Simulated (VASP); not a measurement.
# PbS (R3m) in VASP: further runs, part 2 of 2

VASP 6.6.1.

## Step 3: Relaxation of cell and atoms, PBE+D3(BJ)

This run uses another cell than the first one, of 26.69 Å³/atom, 1.022 times its volume.

Contents of INCAR:

```
PREC = Accurate ; ENCUT = 600
EDIFF = 1E-7 ; ISMEAR = 0
SIGMA = 0.02 ; LREAL = False
LASPH = True ; NELM = 100
ALGO = Normal ; ISIF = 3
LWAVE = False ; LCHARG = False
GGA = PE ; IVDW = 12
IBRION = 2 ; NSW = 100
EDIFFG = -0.005
```

Contents of KPOINTS:

```
regular mesh
0
Gamma
  12 12 12
```

Contents of POSCAR:

```
PbS
1.0
    2.1126617058      1.2197458045      3.4519162518
   -2.1126617058      1.2197458045      3.4519162518
    0.0000000000     -2.4394916091      3.4519162518
Pb S
1 1
Direct
    0.9805657800      0.9805657800      0.9805657800
    0.4750355500      0.4750355500      0.4750355500
```

Potentials or basis: VASP PAW PBE potentials, release 64 (Pb_d, S).

The run is started by

```console
cat potpaw_PBE.64/Pb_d/POTCAR potpaw_PBE.64/S/POTCAR > POTCAR
mpirun -np 1 vasp_std > vasp.out
```

OUTCAR:

```text
PREC = Accurate
   ENCUT = 600
   EDIFF = 1E-7
   ISMEAR = 0
   LREAL = False
   LASPH = True
   NELM = 100
   ISIF = 3
   GGA = PE
   IVDW = 12
   IBRION = 2
   NSW = 100
   EDIFFG = -0.005
 IVDW          = 12

 ion  position               nearest neighbor table
   1  0.981  0.981  0.981-   2 2.96   2 2.96   2 2.96   2 3.02   2 3.02   2 3.02
   2  0.475  0.475  0.475-   1 2.96   1 2.96   1 2.96   1 3.02   1 3.02   1 3.02

  LATTYP: Found a trigonal (rhomboedric) cell.
 ALAT       =     4.2269191050
 COS(alpha) =     0.5003774362

  Lattice vectors:

 A1 = (   2.1126617058,   1.2197458045,   3.4519162518)
 A2 = (  -2.1126617058,   1.2197458045,   3.4519162518)
 A3 = (   0.0000000000,  -2.4394916091,   3.4519162518)

Analysis of symmetry for initial positions (statically):
=====================================================================
 Subroutine PRICEL returns:
 Original cell was already a primitive cell.

[... 380 lines left out ...]

  energy without entropy =       -8.75662022  energy(sigma->0) =       -8.75662022

 E-fermi :   5.8886     XC(G=0):  -9.6766

 val. band max:        5.8079810867   @ k =   0.5000   0.0000   0.0000
 cond. band min:       6.1727946477   @ k =   0.5000   0.5000   0.5000
 fundamental gap:      0.3648135610
 Fermi energy:         5.8886173996

 k-point     1 :       0.0000    0.0000    0.0000
  band No.  band energies     occupation
      1     -11.0152      2.00000
      2     -11.0151      2.00000
      3     -11.0151      2.00000
      4     -10.9986      2.00000
      5     -10.9986      2.00000
      6      -7.7788      2.00000
      7      -0.2303      2.00000
      8       3.6393      2.00000
      9       3.6393      2.00000
     10       3.6432      2.00000
     11      11.0171      0.00000
     12      11.0174      0.00000
     13      11.0174      0.00000
     14      12.5453      0.00000
[... 377 lines left out ...]
      1     -11.0530      2.00000
      2     -11.0201      2.00000
      3     -11.0045      2.00000
      4     -10.9790      2.00000
      5     -10.9686      2.00000
      6      -6.4108      2.00000
      7      -2.8001      2.00000
      8       2.6231      2.00000
      9       3.7020      2.00000
     10       4.7243      2.00000
     11       7.2804      0.00000
     12       8.3357      0.00000
     13       9.4920      0.00000
     14      14.0187      0.00000

 [... further k-points ...]

------------------------ aborting loop because EDIFF is reached ----------------------------------------

 Edisp (eV)   -0.69360

 E8    (eV) :    -0.3123
[... 25 lines left out ...]
  FREE ENERGIE OF THE ION-ELECTRON SYSTEM (eV)
  ---------------------------------------------------
  free  energy   TOTEN  =        -9.4502224604 eV

  energy  without entropy=       -9.4502224604  energy(sigma->0) =       -9.45022246

 reached required accuracy - stopping structural energy minimisation
```

OSZICAR:

```text
N       E                     dE             d eps       ncg     rms          rms(c)
DAV:   1     0.162239241147E+03    0.16224E+03   -0.10415E+04  5298   0.172E+03
DAV:   2     0.541022055923E+01   -0.15683E+03   -0.15302E+03  5532   0.378E+02
DAV:   3    -0.887034451518E+01   -0.14281E+02   -0.14045E+02  6984   0.112E+02
[... 110 lines left out ...]
DAV:   2    -0.875667321355E+01    0.70797E-04   -0.42141E-04  6984   0.281E-01    0.399E-02
DAV:   3    -0.875661919853E+01    0.54015E-04   -0.81683E-05  7228   0.192E-01    0.750E-03
DAV:   4    -0.875662000641E+01   -0.80788E-06   -0.11711E-05  6624   0.375E-02    0.301E-03
DAV:   5    -0.875662023431E+01   -0.22790E-06   -0.80714E-07  6428   0.146E-02    0.856E-04
DAV:   6    -0.875662021804E+01    0.16275E-07   -0.45952E-08  2952   0.251E-03
  13 F= -.94502225E+01 E0= -.94502225E+01  d E =-.579891E-05
```

CONTCAR:

```text
PbS
   1.00000000000000
     2.0982539385555548    1.2114274762038362    3.4246426740377869
    -2.0982539385555548    1.2114274762038362    3.4246426740377869
     0.0000000000000000   -2.4228549525061998    3.4246426740375080
  Pb              S
     1     1
Direct
     0.9778015058652175    0.9778015058652175    0.9778015058652174
     0.4777998241347828    0.4777998241347828    0.4777998241347828

  0.00000000E+00  0.00000000E+00  0.00000000E+00
  0.00000000E+00  0.00000000E+00  0.00000000E+00
```

It took 19 min on 1 thread of AMD EPYC 7R43 (Zen 3), shared host; peak memory 0.31 GiB.

What came out:

```yaml
Free_energy: -9.4502 eV
Relaxed_volume: 26.12 Å³/atom
Relaxed_cell: a = 4.195 Å, b = 4.195 Å, c = 4.195 Å, α = 60.02°, β = 60.02°, γ = 60.02°
Space_group_after_relaxing_to_0.05_Å: Fm-3m (No. 225)
Energy_gained_by_relaxing: 2.4 meV/atom
Ionic_steps: 13
Pressure_after_relaxing: 0.0 GPa
Band_gap_on_the_k_mesh: 0.36 eV, indirect (the least direct gap lies 2.8 meV higher)
Dispersion_energy_per_atom: -0.347 eV
```

The path:
| step | energy change (eV) | largest force (eV/Å) | pressure (GPa) | volume (Å³) |
| --- | --- | --- | --- | --- |
| 1 | 0.0000 | 0.0210 | -1.14 | 53.37 |
| 2 | -0.0036 | 0.0350 | 0.40 | 51.92 |
| 3 | -0.0040 | 0.0317 | 0.01 | 52.27 |
| 4 | -0.0041 | 0.0298 | 0.01 | 52.26 |
| 5 | -0.0044 | 0.0243 | 0.02 | 52.25 |
| 6 | -0.0047 | 0.0143 | 0.02 | 52.22 |
| 7 | -0.0048 | 0.0054 | 0.07 | 52.17 |
| 8 | -0.0049 | 0.0015 | 0.05 | 52.19 |
| 9 | -0.0047 | 0.0007 | -0.22 | 52.43 |
| 10 | -0.0049 | 0.0008 | -0.01 | 52.24 |
| 11 | -0.0049 | 0.0005 | -0.02 | 52.25 |
| 12 | -0.0049 | 0.0010 | -0.02 | 52.25 |
| 13 | -0.0049 | 0.0000 | 0.00 | 52.23 |

Final structure:
```cif
data_structure
_symmetry_space_group_name_H-M 'P 1'
_symmetry_Int_Tables_number 1
_cell_length_a 4.1950
_cell_length_b 4.1950
_cell_length_c 4.1950
_cell_angle_alpha 60.023
_cell_angle_beta 60.023
_cell_angle_gamma 60.023
_cell_volume 52.23
loop_
_atom_site_label
_atom_site_type_symbol
_atom_site_fract_x
_atom_site_fract_y
_atom_site_fract_z
_atom_site_occupancy
Pb1 Pb 0.97780 0.97780 0.97780 1
S1 S 0.47780 0.47780 0.47780 1
```

Caveat: spin-orbit coupling is left out, which moves the levels of the heavy elements. A k mesh can miss the band edges.

## Step 4: Single point, PBE+D3(BJ)

This run uses another cell than the first one, of 26.69 Å³/atom, 1.022 times its volume.

Contents of INCAR:

```
PREC = Accurate
ENCUT = 520
EDIFF = 1E-6
ISMEAR = 0
SIGMA = 0.1
LREAL = F
LASPH = T
NELM = 100
ALGO = Normal
ISIF = 2
LWAVE = F
LCHARG = F
GGA = PE
IVDW = 12
NBANDS = 17
```

Contents of KPOINTS:

```
Automatic mesh
0
Gamma
  6 6 6
```

POSCAR is that of step 3.

Potentials or basis: VASP PAW PBE potentials, release 64 (Pb_d, S).

The run is started by

```console
cat potpaw_PBE.64/Pb_d/POTCAR potpaw_PBE.64/S/POTCAR > POTCAR
mpirun -np 1 vasp_std > vasp.out
```

OUTCAR:

```text
PREC = Accurate
   ENCUT = 520
   EDIFF = 1E-6
   ISMEAR = 0
   LREAL = F
   LASPH = T
   NELM = 100
   ISIF = 2
   GGA = PE
   IVDW = 12
 IVDW          = 12

 ion  position               nearest neighbor table
   1  0.981  0.981  0.981-   2 2.96   2 2.96   2 2.96   2 3.02   2 3.02   2 3.02
   2  0.475  0.475  0.475-   1 2.96   1 2.96   1 2.96   1 3.02   1 3.02   1 3.02

  LATTYP: Found a trigonal (rhomboedric) cell.
 ALAT       =     4.2269191050
 COS(alpha) =     0.5003774362

  Lattice vectors:

 A1 = (   2.1126617058,   1.2197458045,   3.4519162518)
 A2 = (  -2.1126617058,   1.2197458045,   3.4519162518)
 A3 = (   0.0000000000,  -2.4394916091,   3.4519162518)

Analysis of symmetry for initial positions (statically):
=====================================================================
 Subroutine PRICEL returns:
 Original cell was already a primitive cell.

 Routine SETGRP: Setting up the symmetry group for a
 trigonal (rhombohedral) supercell.

 Subroutine GETGRP returns: Found  6 space group operations
 (whereof  6 operations were pure point group operations)
 out of a pool of 12 trial point group operations.

[... 160 lines left out ...]
  energy without entropy =       -8.76864922  energy(sigma->0) =       -8.76865335

 E-fermi :   5.7247     XC(G=0):  -9.5760

 val. band max:        5.4942047424   @ k =   0.5000   0.0000   0.0000
 cond. band min:       5.9552142546   @ k =   0.5000   0.0000   0.0000
 fundamental gap:      0.4610095123
 Fermi energy:         5.7247023073

 k-point     1 :       0.0000    0.0000    0.0000
  band No.  band energies     occupation
      1     -11.2605      2.00000
      2     -11.2602      2.00000
      3     -11.2602      2.00000
      4     -11.2438      2.00000
      5     -11.2438      2.00000
      6      -7.8749      2.00000
[... 457 lines left out ...]
      4     -11.2250      2.00000
      5     -11.2044      2.00000
      6      -6.2667      2.00000
[... 9 lines left out ...]
     16      17.2982      0.00000
     17      17.7857      0.00000

 [... further k-points ...]

------------------------ aborting loop because EDIFF is reached ----------------------------------------

 Edisp (eV)   -0.67863

 E8    (eV) :    -0.3058

  FORCE on cell =-STRESS in cart. coord.  units (eV):
  Direction    XX          YY          ZZ          XY          YZ          ZX
  --------------------------------------------------------------------------------------
  -------------------------------------------------------------------------------------
  Total      -0.41363    -0.41363    -0.40993     0.00000     0.00000     0.00000
  in kB     -12.41692   -12.41692   -12.30585     0.00000     0.00000     0.00000
  external pressure =      -12.38 kB  Pullay stress =        0.00 kB

 VOLUME and BASIS-vectors are now :
 -----------------------------------------------------------------------------
  energy-cutoff  :      520.00
  volume of cell :       53.37
      direct lattice vectors                 reciprocal lattice vectors
     2.112661706  1.219745805  3.451916252     0.236668274  0.136640492  0.096564722
    -2.112661706  1.219745805  3.451916252    -0.236668274  0.136640492  0.096564722
     0.000000000 -2.439491609  3.451916252     0.000000000 -0.273280984  0.096564722

 POSITION                                       TOTAL-FORCE (eV/Angst)
 -----------------------------------------------------------------------------------
      0.00000     -0.00000     10.15449         0.000000      0.000000     -0.011958
      0.00000     -0.00000      4.91935         0.000000     -0.000000      0.011958
 -----------------------------------------------------------------------------------
    total drift:                                0.000000     -0.000000      0.000011

  FREE ENERGIE OF THE ION-ELECTRON SYSTEM (eV)
  ---------------------------------------------------
  free  energy   TOTEN  =        -9.4472901081 eV

  energy  without entropy=       -9.4472818378  energy(sigma->0) =       -9.44728597
```

OSZICAR:

```text
N       E                     dE             d eps       ncg     rms          rms(c)
DAV:   1     0.156382169289E+03    0.15638E+03   -0.94040E+03  1088   0.127E+03
DAV:   2     0.315523820047E+01   -0.15323E+03   -0.14775E+03  1147   0.316E+02
DAV:   3    -0.896376868796E+01   -0.12119E+02   -0.12029E+02  1452   0.920E+01
DAV:   4    -0.925788219309E+01   -0.29411E+00   -0.29369E+00  1356   0.157E+01
DAV:   5    -0.926892369761E+01   -0.11042E-01   -0.11041E-01  1608   0.302E+00    0.448E+00
DAV:   6    -0.876371805353E+01    0.50521E+00   -0.14669E+00  1670   0.801E+00    0.314E+00
DAV:   7    -0.876534269332E+01   -0.16246E-02   -0.14632E-01  1341   0.189E+00    0.185E+00
DAV:   8    -0.876916291745E+01   -0.38202E-02   -0.18393E-02  1242   0.142E+00    0.347E-01
DAV:   9    -0.876843269442E+01    0.73022E-03   -0.40647E-03  1706   0.541E-01    0.885E-02
DAV:  10    -0.876864775041E+01   -0.21506E-03   -0.40620E-04  1226   0.116E-01    0.585E-02
DAV:  11    -0.876865668098E+01   -0.89306E-05   -0.48115E-05  1517   0.747E-02    0.124E-02
DAV:  12    -0.876865748727E+01   -0.80629E-06   -0.35076E-06  1366   0.198E-02
   1 F= -.94472901E+01 E0= -.94472860E+01  d E =-.827032E-05
```

Run time: 24 s. Hardware: 1 thread of AMD EPYC 7R43 (Zen 3), shared host; peak memory 0.16 GiB.

Results:

- Free energy: -9.4473 eV
- Pressure: -1.2 GPa
- Largest force: 0.012 eV/Å
- Band gap on the k mesh: 0.46 eV, direct
- Dispersion energy per atom: -0.339 eV

Forces on the atoms (eV/Å):
```
Pb   0.000  0.000 -0.012
S    0.000  0.000  0.012
```

Levels at points of the mesh, in eV from the valence-band top:
| k point | band 8 | band 9 | band 10 | band 11 | band 12 | band 13 |
| --- | --- | --- | --- | --- | --- | --- |
| (0.00, 0.00, 0.00) | -2.03 | -2.03 | -2.03 | 5.14 | 5.17 | 5.17 |
| (0.50, 0.00, 0.00) | -1.67 | -1.67 | 0.00 | 0.46 | 2.05 | 2.06 |
| (0.50, 0.50, 0.00) | -4.97 | -3.27 | -3.26 | 3.97 | 5.53 | 5.63 |
| (0.50, 0.50, 0.50) | -1.66 | -1.66 | -0.03 | 0.49 | 2.05 | 2.05 |

Caveat: spin-orbit coupling is left out, which moves the levels of the heavy elements.

## Step 5: Summary

```csv
task,cell,k mesh,cutoff (eV),smearing,gap on the mesh (eV),pressure (GPa)
single point,"a = 4.197 Å, angles 60.0°, 2 atoms",12 × 12 × 12,520,gaussian 0.02 eV,0.36,-0.1
relaxation of cell and atoms,"relaxed from a = 4.227 Å, angles 60.0°, 2 atoms",12 × 12 × 12,600,gaussian 0.02 eV,0.36,0.0
single point,"a = 4.227 Å, angles 60.0°, 2 atoms",6 × 6 × 6,520,gaussian 0.1 eV,0.46,-1.2
```

Alike in all rows: level PBE+D3(BJ); potentials or basis VASP PAW PBE potentials, release 64 (Pb_d, S); no spin polarisation.

Caveats: spin-orbit coupling is left out, which moves the levels of the heavy elements.

Total energies depend on the potentials used, so only differences within one code and one set of settings carry meaning.
